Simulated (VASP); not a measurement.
# GaN (zincblende type) (F-43m) in VASP: further runs, part 2 of 2

VASP 6.6.1.

**4. Relaxation of cell and atoms, PBE, target pressure -0.0031 GPa, at which the enthalpy is minimised**

This run uses another cell than the first one, of 11.66 Å³/atom.

INCAR reads:

```
SYSTEM = GaN
PREC     = Accurate       ! precision mode
ENCUT    = 600            ! plane-wave cutoff, eV
EDIFF    = 1E-6           ! SCF threshold, eV
ISMEAR   = -1             ! smearing method
SIGMA    = 0.05           ! smearing width, eV
LREAL    = .False.        ! projectors in reciprocal space
LASPH    = .True.         ! aspherical terms in the spheres
NELM     = 80             ! most SCF steps
ALGO     = Normal         ! electronic algorithm
ISIF     = 3              ! what is computed and relaxed
LWAVE    = .False.        ! write WAVECAR
LCHARG   = .False.        ! write CHGCAR
GGA      = PE             ! functional
IBRION   = 2              ! ionic algorithm
NSW      = 60             ! ionic steps
EDIFFG   = -0.005         ! ionic threshold
PSTRESS  = -0.031
```

KPOINTS reads:

```
regular mesh
0
Gamma
  15 15 15
  0 0 0
```

POSCAR reads:

```
GaN
1.0
    0.0000000000      2.2678552400      2.2678552400
    2.2678552400      0.0000000000      2.2678552400
    2.2678552400      2.2678552400      0.0000000000
Ga N
1 1
Direct
    0.0000000000      0.0000000000      0.0000000000
    0.2500000000      0.2500000000      0.2500000000
```

Potentials or basis: VASP PAW PBE potentials, release 64 (Ga_d, N).

Started as:

```bash
cat potpaw_PBE.64/Ga_d/POTCAR potpaw_PBE.64/N/POTCAR > POTCAR
mpirun -np 1 vasp_std > vasp.out
```

OUTCAR:

```text
SYSTEM = GaN
   PREC = Accurate
   ENCUT = 600
   EDIFF = 1E-6
   ISMEAR = -1
   LREAL = .False.
   LASPH = .True.
   NELM = 80
   ISIF = 3
   GGA = PE
   IBRION = 2
   NSW = 60
   EDIFFG = -0.005
   PSTRESS = -0.031

 ion  position               nearest neighbor table
   1  0.000  0.000  0.000-   2 1.96   2 1.96   2 1.96   2 1.96
   2  0.250  0.250  0.250-   1 1.96   1 1.96   1 1.96   1 1.96

  LATTYP: Found a face centered cubic cell.
 ALAT       =     4.5357104800

  Lattice vectors:

 A1 = (   0.0000000000,   2.2678552400,   2.2678552400)
 A2 = (   2.2678552400,   0.0000000000,   2.2678552400)
 A3 = (   2.2678552400,   2.2678552400,   0.0000000000)

Analysis of symmetry for initial positions (statically):
=====================================================================
 Subroutine PRICEL returns:
 Original cell was already a primitive cell.

 Routine SETGRP: Setting up the symmetry group for a
 face centered cubic supercell.

 Subroutine GETGRP returns: Found 24 space group operations
 (whereof 24 operations were pure point group operations)
 out of a pool of 48 trial point group operations.

The static configuration has the point symmetry T_d .

Analysis of symmetry for dynamics (positions and initial velocities):
=====================================================================
 Subroutine PRICEL returns:
 Original cell was already a primitive cell.

 Routine SETGRP: Setting up the symmetry group for a
 face centered cubic supercell.

 Subroutine GETGRP returns: Found 24 space group operations
 (whereof 24 operations were pure point group operations)
 out of a pool of 48 trial point group operations.

The dynamic configuration has the point symmetry T_d .

 Subroutine INISYM returns: Found 24 space group operations
 (whereof 24 operations are pure point group operations),
 and found     1 'primitive' translations

----------------------------------------------------------------------------------------

                                     Primitive cell

  volume of cell :      23.3279

  direct lattice vectors                    reciprocal lattice vectors
     0.000000000  2.267855240  2.267855240    -0.220472626  0.220472626  0.220472626
     2.267855240  0.000000000  2.267855240     0.220472626 -0.220472626  0.220472626
     2.267855240  2.267855240  0.000000000     0.220472626  0.220472626 -0.220472626

  length of vectors
     3.207231638  3.207231638  3.207231638     0.381869790  0.381869790  0.381869790

  position of ions in fractional coordinates (direct lattice)
     0.000000000  0.000000000  0.000000000
     0.250000000  0.250000000  0.250000000

  ion indices of the primitive-cell ions
   primitive index   ion index
                 1           1
                 2           2

----------------------------------------------------------------------------------------

 KPOINTS: regular mesh

Automatic generation of k-mesh.
 Grid dimensions read from file:
 generate k-points for:   15   15   15

 Generating k-lattice:

  Cartesian coordinates                     Fractional coordinates (reciprocal lattice)
    -0.014698175  0.014698175  0.014698175     0.066666667  0.000000000  0.000000000
     0.014698175 -0.014698175  0.014698175     0.000000000  0.066666667  0.000000000
[... 50 lines left out ...]
   ISTART =      0    job   : 0-new  1-cont  2-samecut
   ICHARG =      2    charge: 1-file 2-atom 10-const
   ISPIN  =      1    spin polarized calculation?
   LNONCOLLINEAR =      F non collinear calculations
   LSORBIT =      F    spin-orbit coupling
   LASPH  =      T    aspherical Exc in radial PAW
   ENCUT  =  600.0 eV  44.10 Ry    6.64 a.u.   6.41  6.41  6.41*2*pi/ulx,y,z
   NELM   =     80;   NELMIN=  2; NELMDL= -5     # of ELM steps
   EDIFF  = 0.1E-05   stopping-criterion for ELM
   LREAL  =      F    real-space projection
   EDIFFG = -.5E-02   stopping-criterion for IOM
   NSW    =     60    number of steps for IOM
   IBRION =      2    ionic relax: 0-MD 1-quasi-New 2-CG
   NFREE  =      1    steps in history (QN), initial steepest desc. (CG)
   ISIF   =      3    stress and relaxation
   ISYM   =      2    0-nonsym 1-usesym 2-fastsym
   POTIM  = 0.5000    time-step for ionic-motion
   TEBEG  =    0.0;   TEEND  =   0.0 temperature during run
   PSTRESS=   -0.0 pullay stress
   NELECT =      18.0000    total number of electrons
   NUPDOWN=      -1.0000    fix difference up-down
   EMIN   =  10.00;   EMAX   =-10.00  energy-range for DOS
   EFERMI =   0.00;   METHOD = LEGACY
   ISMEAR =    -1;   SIGMA  =   0.05  broadening in eV -4-tet -1-fermi 0-gaus
   EFERMI_NEDOS =   21; number of points for ismear=-14 and -15
   IALGO  =     38    algorithm
   IMIX   =      4    mixing-type and parameters
     AMIX     =   0.40;   BMIX     =  1.00
     AMIX_MAG =   1.60;   BMIX_MAG =  1.00
  volume/ion in A,a.u.               =      11.66        78.71
  Fermi-wavevector in a.u.,A,eV,Ry     =   1.501552  2.837522 30.676485  2.254658
  Thomas-Fermi vector in A             =   2.612908
   LORBIT       =      0    0 simple, 1 ext, 2 COOP (PROOUT), +10 PAW based schemes
   GGA     = PE    functional components
   LHFCALC =     F    Hartree Fock is set to
   AEXX    =    0.0000 exact exchange contribution
   IVDW    =     0    specifies the selected vdW correction
   LEPSILON=     F    determine dielectric tensor
   LRPA    =     F    only Hartree local field effects (RPA)
 conjugate gradient relaxation of ions
 non-spin polarized calculation
  energy-cutoff  :      600.00
  volume of cell :       23.33
 maximum number of plane-waves:       794
 NGX is ok and might be reduce to    28
   NGX = 13   NGY = 13   NGZ = 13

--------------------------------------- Ionic step        1  -------------------------------------------

 number of electron      18.0000004 magnetization

 Free energy of the ion-electron system (eV)
  ---------------------------------------------------
  ext. energy  EPLUGINS =         0.00000000
  ---------------------------------------------------
  free energy    TOTEN  =       -12.15403491 eV

  energy without entropy =      -12.15403491  energy(sigma->0) =      -12.15403491

------------------------ aborting loop because EDIFF is reached ----------------------------------------

  FORCE on cell =-STRESS in cart. coord.  units (eV):
  Direction    XX          YY          ZZ          XY          YZ          ZX
  --------------------------------------------------------------------------------------
  -------------------------------------------------------------------------------------
  Total        0.2040961      0.2040961      0.2040961     -0.0000000     -0.0000000      0.0000000
  in kB       14.0174597     14.0174597     14.0174597     -0.0000000     -0.0000000      0.0000000
  external PRESSURE =      14.0484597 kB  Pullay stress =      -0.0310000 kB
[... 139 lines left out ...]
--------------------------------------- Ionic step        5  -------------------------------------------

 number of electron      18.0000002 magnetization

 Free energy of the ion-electron system (eV)
  ---------------------------------------------------
  ext. energy  EPLUGINS =         0.00000000
  ---------------------------------------------------
  free energy    TOTEN  =       -12.15486358 eV

  energy without entropy =      -12.15486358  energy(sigma->0) =      -12.15486358

 E-fermi :   5.8259     XC(G=0): -11.5198

 val. band max:        4.9845442770   @ k =   0.0000   0.0000   0.0000
 cond. band min:       6.5305894740   @ k =   0.0000   0.0000   0.0000
 fundamental gap:      1.5460451970
 Fermi energy:         5.8259165078

 k-point     1 :       0.0000    0.0000    0.0000
  band No.  band energies     occupation
      1     -10.7172      2.00000
      2      -8.4379      2.00000
      3      -8.4379      2.00000
      4      -8.4379      2.00000
      5      -8.1452      2.00000
      6      -8.1452      2.00000
      7       4.9845      2.00000
      8       4.9845      2.00000
      9       4.9845      2.00000
     10       6.5306      0.00000
     11      15.1134      0.00000
     12      15.1134      0.00000
     13      15.1134      0.00000
[... 354 lines left out ...]
  band No.  band energies     occupation
      1     -10.3472      2.00000
      2      -8.3820      2.00000
      3      -8.3739      2.00000
      4      -8.2910      2.00000
      5      -8.1440      2.00000
      6      -8.1278      2.00000
      7       2.5980      2.00000
      8       4.2289      2.00000
      9       4.2779      2.00000
     10       8.7537      0.00000
     11      13.3292      0.00000
     12      15.7453      0.00000
     13      15.9113      0.00000

 [... further k-points ...]

------------------------ aborting loop because EDIFF is reached ----------------------------------------

  FORCE on cell =-STRESS in cart. coord.  units (eV):
  Direction    XX          YY          ZZ          XY          YZ          ZX
  --------------------------------------------------------------------------------------
  -------------------------------------------------------------------------------------
  Total       -0.0072800     -0.0072800     -0.0072800     -0.0000000     -0.0000000     -0.0000000
  in kB       -0.4957038     -0.4957038     -0.4957038     -0.0000000     -0.0000000     -0.0000000
  external PRESSURE =      -0.4647038 kB  Pullay stress =      -0.0310000 kB
[... 21 lines left out ...]
  energy  without entropy=      -12.1548635828  energy(sigma->0) =      -12.15486358

  enthalpy is  TOTEN    =       -12.1553188550 eV   P V=       -0.0004552714

 reached required accuracy - stopping structural energy minimisation
```

It took 3.3 min on 1 thread of Intel Xeon 8259CL, shared host; peak memory 0.2 GiB.

Results:

| Property | Result |
| --- | --- |
| Free energy | -12.1549 eV |
| Relaxed volume | 11.76 Å³/atom |
| Relaxed cell | a = 3.216 Å, b = 3.216 Å, c = 3.216 Å, α = 60.00°, β = 60.00°, γ = 60.00° |
| Space group after relaxing (to 0.1 Å) | F-43m (No. 216) |
| Energy change on relaxing (the run minimises the enthalpy) | -0.4 meV/atom |
| Ionic steps | 5 |
| Pressure after relaxing | 0.0 GPa |
| Band gap on the k mesh | 1.55 eV |

Step by step:
| step | energy change (eV) | largest force (eV/Å) | pressure (GPa) | volume (Å³) |
| --- | --- | --- | --- | --- |
| 1 | 0.0000 | 0.0000 | 1.40 | 23.33 |
| 2 | -0.0003 | 0.0000 | -1.30 | 23.67 |
| 3 | -0.0008 | 0.0000 | 0.11 | 23.52 |
| 4 | -0.0008 | 0.0000 | -0.13 | 23.54 |
| 5 | -0.0008 | 0.0000 | -0.05 | 23.53 |

Final structure:
```
CELL_PARAMETERS angstrom
0.00000 2.27438 2.27438
2.27438 0.00000 2.27438
2.27438 2.27438 0.00000
ATOMIC_POSITIONS crystal
Ga 0.00000 0.00000 0.00000
N 0.25000 0.25000 0.25000
```

Caveat: the cell is relaxed towards a set pressure, so the run minimises the enthalpy, not the energy; an odd mesh through Γ misses points on the zone boundary, where band edges can lie.
